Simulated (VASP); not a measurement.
# As (R-3m) in VASP: a series of runs, part 2 of 2

VASP 6.6.1.

## (3) Electric field gradients, LDA (shortest bond scaled by 0.7)

INCAR reads:

```
PREC = Accurate
ENCUT = 520
EDIFF = 1E-8
ISMEAR = -1
SIGMA = 0.05
LREAL = False
LASPH = True
NELM = 80
ALGO = Normal
ISIF = 2
LWAVE = False
LCHARG = False
LEFG = True
NBANDS = 12
```

KPOINTS reads:

```
Automatic mesh
0
Gamma
  9 9 9
```

POSCAR reads:

```
As
1.0
    0.0000000000      2.8744485395      2.8744485395
    2.8744485395      0.0000000000      2.8744485395
    2.8744485395      2.8744485395      0.0000000000
As
2
Direct
   -0.2375000000     -0.0875000000     -0.0875000000
    0.2375000000      0.0875000000      0.0875000000
```

Potentials or basis: VASP PAW LDA potentials, release 64 (As).

The run is started by

```
$ cat potpaw_LDA.64/As/POTCAR > POTCAR
$ mpirun -np 1 vasp_std > vasp.out
```

OUTCAR:

```text
PREC = Accurate
   ENCUT = 520
   EDIFF = 1E-8
   ISMEAR = -1
   LREAL = False
   LASPH = True
   NELM = 80
   ISIF = 2

 ion  position               nearest neighbor table
   1  0.763  0.913  0.913-   2 1.74   2 2.83   2 2.83   2 2.83
   2  0.237  0.087  0.087-   1 1.74   1 2.83   1 2.83   1 2.83

  LATTYP: Found a face centered cubic cell.
 ALAT       =     5.7488970790

  Lattice vectors:

 A1 = (   0.0000000000,   2.8744485395,   2.8744485395)
 A2 = (   2.8744485395,   0.0000000000,   2.8744485395)
 A3 = (   2.8744485395,   2.8744485395,   0.0000000000)

Analysis of symmetry for initial positions (statically):
=====================================================================
 Subroutine PRICEL returns:
 Original cell was already a primitive cell.

 Routine SETGRP: Setting up the symmetry group for a
 face centered cubic supercell.

 Subroutine GETGRP returns: Found 12 space group operations
 (whereof  4 operations were pure point group operations)
 out of a pool of 48 trial point group operations.

The static configuration has the point symmetry C_2h.
 The point group associated with its full space group is D_3d.

Analysis of symmetry for dynamics (positions and initial velocities):
=====================================================================
 Subroutine PRICEL returns:
 Original cell was already a primitive cell.

 Routine SETGRP: Setting up the symmetry group for a
 face centered cubic supercell.

 Subroutine GETGRP returns: Found 12 space group operations
 (whereof  4 operations were pure point group operations)
 out of a pool of 48 trial point group operations.

The dynamic configuration has the point symmetry C_2h.
 The point group associated with its full space group is D_3d.

 Subroutine INISYM returns: Found 12 space group operations
 (whereof  4 operations are pure point group operations),
 and found     1 'primitive' translations

----------------------------------------------------------------------------------------

                                     Primitive cell

  volume of cell :      47.5000

  direct lattice vectors                    reciprocal lattice vectors
     0.000000000  2.874448539  2.874448539    -0.173946409  0.173946409  0.173946409
     2.874448539  0.000000000  2.874448539     0.173946409 -0.173946409  0.173946409
     2.874448539  2.874448539  0.000000000     0.173946409  0.173946409 -0.173946409

  length of vectors
     4.065084109  4.065084109  4.065084109     0.301284017  0.301284017  0.301284017

  position of ions in fractional coordinates (direct lattice)
     0.762500000  0.912500000  0.912500000
     0.237500000  0.087500000  0.087500000

  ion indices of the primitive-cell ions
   primitive index   ion index
                 1           1
                 2           2

----------------------------------------------------------------------------------------

 KPOINTS: Automatic mesh

Automatic generation of k-mesh.
 Grid dimensions read from file:
 generate k-points for:    9    9    9

[... 75 lines left out ...]
   NUPDOWN=      -1.0000    fix difference up-down
   EMIN   =  10.00;   EMAX   =-10.00  energy-range for DOS
   EFERMI =   0.00;   METHOD = LEGACY
   ISMEAR =    -1;   SIGMA  =   0.05  broadening in eV -4-tet -1-fermi 0-gaus
   EFERMI_NEDOS =   21; number of points for ismear=-14 and -15
   IALGO  =     38    algorithm
   IMIX   =      4    mixing-type and parameters
     AMIX     =   0.40;   BMIX     =  1.00
     AMIX_MAG =   1.60;   BMIX_MAG =  1.00
  volume/ion in A,a.u.               =      23.75       160.27
  Fermi-wavevector in a.u.,A,eV,Ry     =   0.973891  1.840387 12.904628  0.948463
  Thomas-Fermi vector in A             =   2.104307
   LORBIT       =      0    0 simple, 1 ext, 2 COOP (PROOUT), +10 PAW based schemes
   GGA     = CA    functional components
   LHFCALC =     F    Hartree Fock is set to
   AEXX    =    0.0000 exact exchange contribution
   IVDW    =     0    specifies the selected vdW correction
   LEPSILON=     F    determine dielectric tensor
   LRPA    =     F    only Hartree local field effects (RPA)
 non-spin polarized calculation
  energy-cutoff  :      520.00
  volume of cell :       47.50
 maximum number of plane-waves:      1299
   NGX = 15   NGY = 15   NGZ = 15

 number of electron      10.0000000 magnetization

 Free energy of the ion-electron system (eV)
  ---------------------------------------------------
  ext. energy  EPLUGINS =         0.00000000
  ---------------------------------------------------
  free energy    TOTEN  =        -5.47727025 eV

  energy without entropy =       -5.47172977  energy(sigma->0) =       -5.47450001

 E-fermi :   4.3562     XC(G=0):  -9.4377

 val. band max:        4.3376769378   @ k =  -0.3333   0.1111   0.0000
 cond. band min:       4.3698757520   @ k =   0.1111   0.0000  -0.3333
 fundamental gap:      0.0321988143
 Fermi energy:         4.3561543419

 k-point     1 :       0.0000    0.0000    0.0000
  band No.  band energies     occupation
      1     -11.7751      2.00000
      2      -0.6472      2.00000
      3      -0.0309      2.00000
      4       2.3981      2.00000
      5       2.3981      2.00000
      6       4.7489      0.00078
      7       4.7489      0.00078
      8       9.0654      0.00000
      9       9.0689      0.00000
     10      12.9750      0.00000
     11      12.9750      0.00000
     12      13.2161      0.00000
[... 331 lines left out ...]
 k-point    24 :       0.0000   -0.3333    0.1111
  band No.  band energies     occupation
      1     -11.0875      2.00000
      2      -3.3021      2.00000
      3      -0.9072      2.00000
      4       1.1273      2.00000
      5       2.1020      2.00000
      6       4.5321      0.05757
      7       8.0289      0.00000
      8       9.5396      0.00000
      9      11.5091      0.00000
     10      11.7347      0.00000
     11      15.1202      0.00000
     12      15.3353      0.00000

 [... further k-points ...]
[... 5 lines left out ...]
  --------------------------------------------------------------------------------------
  -------------------------------------------------------------------------------------
  Total       14.1994518     14.1994518     14.1994518    -13.6333276     13.6333276    -13.6333276
  in kB      478.9482043    478.9482043    478.9482043   -459.8528087    459.8528087   -459.8528087
  external PRESSURE =     478.9482043 kB  Pullay stress =       0.0000000 kB

 VOLUME and BASIS-vectors are now :
 -----------------------------------------------------------------------------
  energy-cutoff  :      520.00
  volume of cell :       47.50
      direct lattice vectors                 reciprocal lattice vectors
     0.000000000  2.874448539  2.874448539    -0.173946409  0.173946409  0.173946409
     2.874448539  0.000000000  2.874448539     0.173946409 -0.173946409  0.173946409
     2.874448539  2.874448539  0.000000000     0.173946409  0.173946409 -0.173946409

 POSITION                                       TOTAL-FORCE (eV/Angst)
 -----------------------------------------------------------------------------------
      5.24587      4.81470      4.81470       -12.807041     12.807041     12.807041
      0.50303      0.93420      0.93420        12.807041    -12.807041    -12.807041
 -----------------------------------------------------------------------------------
    total drift:                                0.000000     -0.000000      0.000000

  FREE ENERGIE OF THE ION-ELECTRON SYSTEM (eV)
  ---------------------------------------------------
  free  energy   TOTEN  =        -5.4772702483 eV

  energy  without entropy=       -5.4717297712  energy(sigma->0) =       -5.47450001

 Electric field gradients (V/A^2)
---------------------------------------------------------------------
 ion       V_xx      V_yy      V_zz      V_xy      V_xz      V_yz
---------------------------------------------------------------------
   1      -0.000     0.000     0.000   150.258   150.258  -150.258
   2      -0.000     0.000     0.000   150.258   150.258  -150.258
---------------------------------------------------------------------

 Electric field gradients after diagonalization (V/A^2)
 (convention: |V_zz| > |V_xx| > |V_yy|)
----------------------------------------------------------------------
 ion       V_xx      V_yy      V_zz     asymmetry (V_yy - V_xx)/ V_zz
----------------------------------------------------------------------
   1     150.258   150.258  -300.516       0.000
   2     150.258   150.258  -300.516       0.000
----------------------------------------------------------------------

           NMR quadrupolar parameters

 Cq : quadrupolar parameter    Cq=e*Q*V_zz/h
 eta: asymmetry parameters     (V_yy - V_xx)/ V_zz
 Q  : nuclear electric quadrupole moment in mb (millibarn)
----------------------------------------------------------------------
 ion       Cq(MHz)       eta       Q (mb)
----------------------------------------------------------------------
   1      -0.727       0.000       1.000
   2      -0.727       0.000       1.000
----------------------------------------------------------------------
```

stdout:

```text
POSCAR found type information on POSCAR As
 POSCAR found :  1 types and       2 ions
 scaLAPACK will be used
 LDA part: xc-table for (Slater(with rela. corr.)+CA(PZ))
 , standard interpolation
 POSCAR, INCAR and KPOINTS ok, starting setup
 FFT: planning ... GRIDC
 FFT: planning ... GRID_SOFT
 FFT: planning ... GRID
 WAVECAR not read
 entering main loop
ion   1

ion   2
```

Wall time 41 s (1 thread of Intel Xeon Platinum 8259CL at 2.50GHz (Skylake/Cascade Lake), shared host); peak memory 0.17 GiB.

Results:

```
Free energy                             : -5.4773 eV
Pressure                                : 47.9 GPa
Largest force                           : 22.182 eV/Å
Band gap on the k mesh                  : zero (bands 5 and 6 overlap by 1.17 eV)
Largest electric field gradient by atom : As -300.5 V/Å²
```

Forces on the atoms (eV/Å):
```
As  -12.807  12.807  12.807
As   12.807 -12.807 -12.807
```

Levels at points of the mesh, in eV from the Fermi level:
| k point | band 2 | band 3 | band 4 | band 5 | band 6 | band 7 | band 8 | band 9 |
| --- | --- | --- | --- | --- | --- | --- | --- | --- |
| (0.00, 0.00, 0.00) | -5.00 | -4.39 | -1.96 | -1.96 | 0.39 | 0.39 | 4.71 | 4.71 |

Electric field gradients, principal values (V/Å²):
```csv
atom,least,middle,greatest (by size)
1 As,150.258,150.258,-300.516
2 As,150.258,150.258,-300.516
```

Caveat: the cell differs from its parent crystal (shortest bond scaled by 0.7); the cell stands under pressure; without QUAD_EFG the Cq values of the log hold for a quadrupole moment of 1 mb, not for the nuclei; forces of over 1 eV/Å act on the atoms, so gaps and moduli don't describe the material at rest.

## (4) Electric field gradients, LDA (shortest bond scaled by 0.64)

INCAR reads:

```
PREC     = Accurate       # precision mode
ENCUT    = 520            # plane-wave cutoff, eV
EDIFF    = 1E-8           # SCF threshold, eV
ISMEAR   = -1             # smearing method
SIGMA    = 0.05           # smearing width, eV
LREAL    = F              # projectors in reciprocal space
LASPH    = T              # aspherical terms in the spheres
NELM     = 80             # most SCF steps
ALGO     = Normal         # electronic algorithm
ISIF     = 2              # what is computed and relaxed
LWAVE    = F              # write WAVECAR
LCHARG   = F              # write CHGCAR
GGA      = CA             # functional
LEFG     = T            
NBANDS   = 12             # bands
```

KPOINTS reads:

```
regular mesh
0
Gamma
  9 9 9
```

POSCAR reads:

```
As
1.0
    0.0000000000      2.8744485395      2.8744485395
    2.8744485395      0.0000000000      2.8744485395
    2.8744485395      2.8744485395      0.0000000000
As
2
Direct
   -0.2600000000     -0.0800000000     -0.0800000000
    0.2600000000      0.0800000000      0.0800000000
```

Potentials or basis: VASP PAW LDA potentials, release 64 (As).

The run is started by

```
$ cat potpaw_LDA.64/As/POTCAR > POTCAR
$ mpirun -np 1 vasp_std > vasp.out
```

OUTCAR:

```text
PREC = Accurate
   ENCUT = 520
   EDIFF = 1E-8
   ISMEAR = -1
   LREAL = F
   LASPH = T
   NELM = 80
   ISIF = 2
   GGA = CA

 ion  position               nearest neighbor table
   1  0.740  0.920  0.920-   2 1.59   2 2.91   2 2.91   2 2.91
   2  0.260  0.080  0.080-   1 1.59   1 2.91   1 2.91   1 2.91

  LATTYP: Found a face centered cubic cell.
 ALAT       =     5.7488970790

  Lattice vectors:

 A1 = (   0.0000000000,   2.8744485395,   2.8744485395)
 A2 = (   2.8744485395,   0.0000000000,   2.8744485395)
 A3 = (   2.8744485395,   2.8744485395,   0.0000000000)

Analysis of symmetry for initial positions (statically):
=====================================================================
 Subroutine PRICEL returns:
 Original cell was already a primitive cell.

 Routine SETGRP: Setting up the symmetry group for a
 face centered cubic supercell.

[... 548 lines left out ...]
  energy-cutoff  :      520.00
  volume of cell :       47.50
      direct lattice vectors                 reciprocal lattice vectors
     0.000000000  2.874448539  2.874448539    -0.173946409  0.173946409  0.173946409
     2.874448539  0.000000000  2.874448539     0.173946409 -0.173946409  0.173946409
     2.874448539  2.874448539  0.000000000     0.173946409  0.173946409 -0.173946409

 POSITION                                       TOTAL-FORCE (eV/Angst)
 -----------------------------------------------------------------------------------
      5.28899      4.77158      4.77158       -25.733493     25.733493     25.733493
      0.45991      0.97731      0.97731        25.733493    -25.733493    -25.733493
 -----------------------------------------------------------------------------------
    total drift:                                0.000000      0.000000      0.000000

  FREE ENERGIE OF THE ION-ELECTRON SYSTEM (eV)
  ---------------------------------------------------
  free  energy   TOTEN  =        -0.6681602559 eV

  energy  without entropy=       -0.6613916161  energy(sigma->0) =       -0.66477594

 Electric field gradients (V/A^2)
---------------------------------------------------------------------
 ion       V_xx      V_yy      V_zz      V_xy      V_xz      V_yz
---------------------------------------------------------------------
   1      -0.000     0.000     0.000   215.729   215.729  -215.728
   2      -0.000     0.000     0.000   215.729   215.729  -215.728
---------------------------------------------------------------------

 Electric field gradients after diagonalization (V/A^2)
 (convention: |V_zz| > |V_xx| > |V_yy|)
----------------------------------------------------------------------
 ion       V_xx      V_yy      V_zz     asymmetry (V_yy - V_xx)/ V_zz
----------------------------------------------------------------------
   1     215.729   215.728  -431.457       0.000
   2     215.729   215.728  -431.457       0.000
----------------------------------------------------------------------

           NMR quadrupolar parameters

 Cq : quadrupolar parameter    Cq=e*Q*V_zz/h
 eta: asymmetry parameters     (V_yy - V_xx)/ V_zz
 Q  : nuclear electric quadrupole moment in mb (millibarn)
----------------------------------------------------------------------
 ion       Cq(MHz)       eta       Q (mb)
----------------------------------------------------------------------
   1      -1.043       0.000       1.000
   2      -1.043       0.000       1.000
----------------------------------------------------------------------
```

OSZICAR:

```text
N       E                     dE             d eps       ncg     rms          rms(c)
DAV:   1     0.424736651027E+02    0.42474E+02   -0.41028E+03  2040   0.683E+02
DAV:   2     0.472525532056E+00   -0.42001E+02   -0.40173E+02  2632   0.115E+02
DAV:   3    -0.158947253917E+01   -0.20620E+01   -0.20469E+01  2536   0.273E+01
DAV:   4    -0.160330916759E+01   -0.13837E-01   -0.13834E-01  2304   0.267E+00
DAV:   5    -0.160339776654E+01   -0.88599E-04   -0.88598E-04  2556   0.211E-01    0.802E+00
DAV:   6    -0.831697568317E+00    0.77170E+00   -0.94940E-01  2276   0.489E+00    0.415E+00
DAV:   7    -0.674348435227E+00    0.15735E+00   -0.49009E-01  2432   0.347E+00    0.140E+00
DAV:   8    -0.668236262820E+00    0.61122E-02   -0.22224E-02  2264   0.926E-01    0.190E-01
DAV:   9    -0.668181890594E+00    0.54372E-04   -0.10857E-03  2400   0.207E-01    0.913E-02
DAV:  10    -0.668168279108E+00    0.13611E-04   -0.12424E-04  2384   0.694E-02    0.231E-02
DAV:  11    -0.668161304903E+00    0.69742E-05   -0.26470E-05  2336   0.295E-02    0.235E-02
DAV:  12    -0.668160254082E+00    0.10508E-05   -0.27479E-06  2384   0.885E-03    0.188E-03
DAV:  13    -0.668160255914E+00   -0.18319E-08   -0.57011E-08  2428   0.150E-03
   1 F= -.66816026E+00 E0= -.66477594E+00  d E =-.676864E-02
```

Wall time 40 s (1 thread of Intel Xeon Platinum 8259CL at 2.50GHz (Skylake/Cascade Lake), shared host); peak memory 0.17 GiB.

What came out:

* Free energy: -0.6682 eV
* Pressure: 84.2 GPa
* Largest force: 44.572 eV/Å
* Band gap on the k mesh: zero (bands 5 and 6 overlap by 0.66 eV)
* Largest electric field gradient by atom: As -431.5 V/Å²

Forces on the atoms (eV/Å):
```
As  -25.733  25.733  25.733
As   25.733 -25.733 -25.733
```

Electric field gradients, principal values (V/Å²):
| atom | least | middle | greatest (by size) |
| --- | --- | --- | --- |
| 1 As | 215.728 | 215.729 | -431.457 |
| 2 As | 215.728 | 215.729 | -431.457 |

Caveat: the cell differs from its parent crystal (shortest bond scaled by 0.64); atoms lie so close that the PAW spheres overlap strongly, which falsifies energies and pressures; the cell stands under pressure; without QUAD_EFG the Cq values of the log hold for a quadrupole moment of 1 mb, not for the nuclei; forces of over 1 eV/Å act on the atoms, so gaps and moduli don't describe the material at rest.

## (5) The runs side by side

```csv
cell,gap on the mesh (eV),pressure (GPa),largest force (eV/Å)
"as given, shortest bond scaled by 0.82",none,15.4,5.01
"as given, shortest bond scaled by 0.7",none,47.9,22.18
"as given, shortest bond scaled by 0.64",none,84.2,44.57
```

Some of these runs hold the atoms at other places in the same cell, which the table doesn't show; runs alike in all that it shows share one row.

Alike in all rows: task electric field gradients; level LDA; potentials or basis VASP PAW LDA potentials, release 64 (As); no spin polarisation; k mesh 9 × 9 × 9; cutoff (eV) 520; smearing fermi-dirac 0.05 eV.

Caveats: the cell stands under pressure; forces of over 1 eV/Å act on the atoms, so gaps and moduli don't describe the material at rest; atoms lie so close that the PAW spheres overlap strongly, which falsifies energies and pressures (at least some runs).

Total energies depend on the potentials used, so only differences within one code and one set of settings carry meaning.

The gap in the log of VASP goes by the Fermi energy; the results here count the filled bands.